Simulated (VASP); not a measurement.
# BN (P6_3mc) in VASP: vibrations by perturbation theory with PBE

Aim: the vibrations by perturbation theory of BN with PBE.

Everything below comes from runs of VASP 6.6.1. Logs are shortened: lines on timing, memory, paths and dates and some standing lists are left out, and cuts for length are marked.

### Step 1. The cell of the first run

Symmetry: P6_3mc, No. 186, hexagonal system. The conventional cell has a = 2.559 Å, b = 2.559 Å, c = 8.409 Å, α = 90.00°, β = 90.00°, γ = 120.00°. B (site symmetry 3m) has 4 N at 1.57 Å within 2.1 Å. B (site symmetry 3m) has 4 N at 1.57 to 1.58 Å within 2.1 Å. N (site symmetry 3m) has 4 B at 1.57 Å within 2.1 Å. Within 2.1 Å of N (site symmetry 3m) lie 4 B at 1.57 to 1.58 Å.

### Step 2. Vibrations by perturbation theory, PBE

INCAR

```
SYSTEM = BN
PREC     = Accurate       ! precision mode
ENCUT    = 520            ! plane-wave cutoff, eV
EDIFF    = 1E-8           ! SCF threshold, eV
ISMEAR   = 0              ! smearing method
SIGMA    = 0.01           ! smearing width, eV
LREAL    = .FALSE.        ! projectors in reciprocal space
LASPH    = .TRUE.         ! aspherical terms in the spheres
NELM     = 60             ! most SCF steps
ALGO     = Normal         ! electronic algorithm
ISIF     = 2              ! what is computed and relaxed
LWAVE    = .FALSE.        ! write WAVECAR
LCHARG   = .TRUE.         ! write CHGCAR
GGA      = PE             ! functional
IBRION   = 8              ! ionic algorithm
NSW      = 1              ! ionic steps
LEPSILON = .TRUE.         ! dielectric tensor by DFPT
```

KPOINTS

```
Automatic mesh
0
G
  12 12 4
  0 0 0
```

POSCAR

```
BN
1.0
    2.5585553649      0.0000000000      0.0000000000
   -1.2792776824      2.2157739430      0.0000000000
    0.0000000000      0.0000000000      8.4091843599
B N
4 4
Direct
    0.0000000000      0.0000000000      0.0933732173
    0.0000000000      0.0000000000      0.5933732173
    0.3333333333      0.6666666667      0.3440583362
    0.6666666667      0.3333333333      0.8440583362
    0.0000000000      0.0000000000      0.4067451358
    0.0000000000      0.0000000000      0.9067451358
    0.3333333333      0.6666666667      0.1558233107
    0.6666666667      0.3333333333      0.6558233107
```

Potentials or basis: VASP PAW PBE potentials, release 64 (B, N).

On the command line:

```bash
$ cat potpaw_PBE.64/B/POTCAR potpaw_PBE.64/N/POTCAR > POTCAR
$ mpirun -np 1 vasp_std > vasp.out
```

OUTCAR:

```text
SYSTEM = BN
   PREC = Accurate
   ENCUT = 520
   EDIFF = 1E-8
   ISMEAR = 0
   LREAL = .FALSE.
   LASPH = .TRUE.
   NELM = 60
   ISIF = 2
   GGA = PE
   IBRION = 8
   NSW = 1
   LEPSILON = .TRUE.

 ion  position               nearest neighbor table
   1  0.000  0.000  0.093-   7 1.57   7 1.57   7 1.57   6 1.57
   2  0.000  0.000  0.593-   8 1.57   8 1.57   8 1.57   5 1.57
   3  0.333  0.667  0.344-   5 1.57   5 1.57   5 1.57   7 1.58
   4  0.667  0.333  0.844-   6 1.57   6 1.57   6 1.57   8 1.58
   5  0.000  0.000  0.407-   3 1.57   3 1.57   3 1.57   2 1.57
   6  0.000  0.000  0.907-   4 1.57   4 1.57   4 1.57   1 1.57
   7  0.333  0.667  0.156-   1 1.57   1 1.57   1 1.57   3 1.58
   8  0.667  0.333  0.656-   2 1.57   2 1.57   2 1.57   4 1.58

  LATTYP: Found a hexagonal cell.
 ALAT       =     2.5585553649
 C/A-ratio  =     3.2866923559

  Lattice vectors:

 A1 = (   2.5585553649,   0.0000000000,   0.0000000000)
 A2 = (  -1.2792776824,   2.2157739430,   0.0000000000)
 A3 = (   0.0000000000,   0.0000000000,   8.4091843599)

Analysis of symmetry for initial positions (statically):
=====================================================================
[... 942 lines left out ...]
  5Y     0.000000    0.175224    0.000000    0.000000    4.259318    0.000000    0.000000   19.614333    0.000000    0.000000    0.414471    0.000000   -0.000000  -25.639316    0.000000   -0.000000   -0.006803    0.000000    0.000000    0.173551    0.000000    0.000000    1.009224   -0.000000
  5Z     0.000000    0.000000   -1.677016    0.000000    0.000000   10.784450   -0.000000   -0.000000   17.986361   -0.000000   -0.000000   -3.145477    0.000000    0.000000  -40.795568    0.000000   -0.000000    3.105562   -0.000000   -0.000000    7.003848   -0.000000   -0.000000    6.737840
  6X     4.259318    0.000000   -0.000000    0.175224    0.000000    0.000000    0.414471    0.000000    0.000000   19.614333    0.000000    0.000000   -0.006803   -0.000000   -0.000000  -25.639316   -0.000000   -0.000000    1.009224    0.000000   -0.000000    0.173551    0.000000   -0.000000
  6Y     0.000000    4.259318    0.000000    0.000000    0.175224    0.000000    0.000000    0.414471   -0.000000    0.000000   19.614333    0.000000   -0.000000   -0.006803   -0.000000   -0.000000  -25.639316   -0.000000    0.000000    1.009224    0.000000    0.000000    0.173551   -0.000000
  6Z    -0.000000   -0.000000   10.784450    0.000000    0.000000   -1.677016    0.000000    0.000000   -3.145477    0.000000    0.000000   17.986361   -0.000000   -0.000000    3.105562   -0.000000    0.000000  -40.795568    0.000000    0.000000    6.737840    0.000000    0.000000    7.003848
  7X    19.202525    0.000000    0.000000    0.283520    0.000000   -0.000000    4.588433    0.000000   -0.000000   -0.318518   -0.000000   -0.000000    0.183530    0.000000   -0.000000    1.013601    0.000000    0.000000  -25.103207   -0.000000   -0.000000    0.150118    0.000000    0.000000
  7Y     0.000000   19.202525    0.000000    0.000000    0.283520    0.000000    0.000000    4.588433    0.000000   -0.000000   -0.318518    0.000000    0.000000    0.183530   -0.000000    0.000000    1.013601    0.000000   -0.000000  -25.103207    0.000000    0.000000    0.150118    0.000000
  7Z    -0.000000   -0.000000   17.932260   -0.000000   -0.000000   -3.242638    0.000000    0.000000    9.900258   -0.000000    0.000000   -1.952354   -0.000000   -0.000000    7.005187   -0.000000    0.000000    6.743296    0.000000    0.000000  -39.453179   -0.000000   -0.000000    3.067171
  8X     0.283520    0.000000    0.000000   19.202525    0.000000   -0.000000   -0.318518   -0.000000    0.000000    4.588433    0.000000    0.000000    1.013601    0.000000    0.000000    0.183530    0.000000    0.000000    0.150118    0.000000   -0.000000  -25.103207   -0.000000    0.000000
  8Y     0.000000    0.283520   -0.000000    0.000000   19.202525    0.000000   -0.000000   -0.318518   -0.000000    0.000000    4.588433   -0.000000    0.000000    1.013601   -0.000000    0.000000    0.183530    0.000000    0.000000    0.150118   -0.000000   -0.000000  -25.103207    0.000000
  8Z     0.000000    0.000000   -3.242638    0.000000    0.000000   17.932260    0.000000    0.000000   -1.952354    0.000000   -0.000000    9.900258    0.000000    0.000000    6.743296    0.000000    0.000000    7.005187    0.000000    0.000000    3.067171   -0.000000    0.000000  -39.453179

 Eigenvectors and eigenvalues of the dynamical matrix
 ----------------------------------------------------

   1 f  =   36.798212 THz   231.209986 2PiTHz 1227.456233 cm-1   152.185109 meV
             X         Y         Z           dx          dy          dz
      0.000000  0.000000  0.785193     0.000000    0.000000    0.525044
      0.000000  0.000000  4.989785     0.000000    0.000000   -0.525044
     -0.000000  1.477183  2.893250    -0.000000    0.000000   -0.147653
      1.279278  0.738591  7.097842     0.000000   -0.000000    0.147653
      0.000000  0.000000  3.420395    -0.000000   -0.000000    0.329679
      0.000000  0.000000  7.624987    -0.000000    0.000000   -0.329679
     -0.000000  1.477183  1.310347    -0.000000   -0.000000   -0.306331
      1.279278  0.738591  5.514939    -0.000000   -0.000000    0.306331
[... 243 lines left out ...]
  24 f/i=    0.008793 THz     0.055247 2PiTHz    0.293295 cm-1     0.036364 meV
             X         Y         Z           dx          dy          dz
      0.000000  0.000000  0.785193     0.061376    0.324129   -0.000000
      0.000000  0.000000  4.989785     0.061376    0.324129   -0.000000
     -0.000000  1.477183  2.893250     0.061429    0.324406   -0.000000
      1.279278  0.738591  7.097842     0.061429    0.324406   -0.000000
      0.000000  0.000000  3.420395     0.069929    0.369296   -0.000000
      0.000000  0.000000  7.624987     0.069929    0.369296   -0.000000
     -0.000000  1.477183  1.310347     0.069835    0.368801   -0.000000
      1.279278  0.738591  5.514939     0.069835    0.368801   -0.000000

--------------------------------------------------------------------------------------------------------

 MACROSCOPIC STATIC DIELECTRIC TENSOR IONIC CONTRIBUTION
 ------------------------------------------------------
           2.219841     0.000000    -0.000000
           0.000000     2.219841    -0.000000
          -0.000000    -0.000000     2.415763
 ------------------------------------------------------

 ELASTIC MODULI CONTR FROM IONIC RELAXATION (kBar)
 Direction    XX          YY          ZZ          XY          YZ          ZX
 --------------------------------------------------------------------------------
 XX        -125.3684    112.7420      5.8257     -0.0000     -0.0000      0.0000
 YY         112.7420   -125.3684      5.8257     -0.0000      0.0000     -0.0000
 ZZ           5.8257      5.8257     -5.6397      0.0000     -0.0000      0.0000
 XY          -0.0000     -0.0000      0.0000   -119.0552     -0.0000     -0.0000
 YZ          -0.0000      0.0000     -0.0000     -0.0000    -19.8628     -0.0000
 ZX           0.0000     -0.0000      0.0000      0.0000     -0.0000    -15.6291
 --------------------------------------------------------------------------------

 PIEZOELECTRIC TENSOR IONIC CONTR  for field in x, y, z        (C/m^2)
          XX          YY          ZZ          XY          YZ          ZX
  --------------------------------------------------------------------------------
  x    -0.00000     0.00000    -0.00000    -0.00000     0.00000     0.15183
  y     0.00000    -0.00000     0.00000     0.00000     0.17605     0.00000
  z     0.11176     0.11176    -0.09801     0.00000    -0.00000    -0.00000
```

Run time: 24 min. Hardware: 1 thread of AMD EPYC 9R45 (Zen 5), shared host; peak memory 0.72 GiB.

What came out:

```yaml
Electronic_dielectric_tensor_diagonal: 4.60, 4.60, 4.70
Born_charges_mean_of_the_diagonal: B +1.91, +1.88 (each value once); N -1.90, -1.89 (each value once) e
Highest_phonon_frequency_at_Γ_LO-TO_splitting_left_out: 1227 cm⁻¹
```

Phonon frequencies in cm⁻¹ (negative: imaginary):
| q point | frequencies |
| --- | --- |
| (0.000, 0.000, 0.000) | 0 0 0 340 340 350 350 477 477 621 628 953 958 958 986 986 1007 1007 1021 1037 1037 1117 1212 1227 |

Electronic dielectric tensor:
```
4.60 0.00 0.00
0.00 4.60 0.00
0.00 0.00 4.70
```

Born effective charge tensors (e):
atom 1, B
```
1.88 0.00 0.00
0.00 1.88 0.00
0.00 0.00 1.97
```
atom 2, B
```
1.88 0.00 0.00
0.00 1.88 0.00
0.00 0.00 1.97
```
atom 3, B
```
1.87 0.00 0.00
0.00 1.87 0.00
0.00 0.00 1.88
```
atom 4, B
```
1.87 0.00 0.00
0.00 1.87 0.00
0.00 0.00 1.88
```
atom 5, N
```
-1.87  0.00  0.00
 0.00 -1.87  0.00
 0.00  0.00 -1.94
```
atom 6, N
```
-1.87  0.00  0.00
 0.00 -1.87  0.00
 0.00  0.00 -1.94
```
atom 7, N
```
-1.88  0.00  0.00
 0.00 -1.88  0.00
 0.00  0.00 -1.91
```
atom 8, N
```
-1.88  0.00  0.00
 0.00 -1.88  0.00
 0.00  0.00 -1.91
```
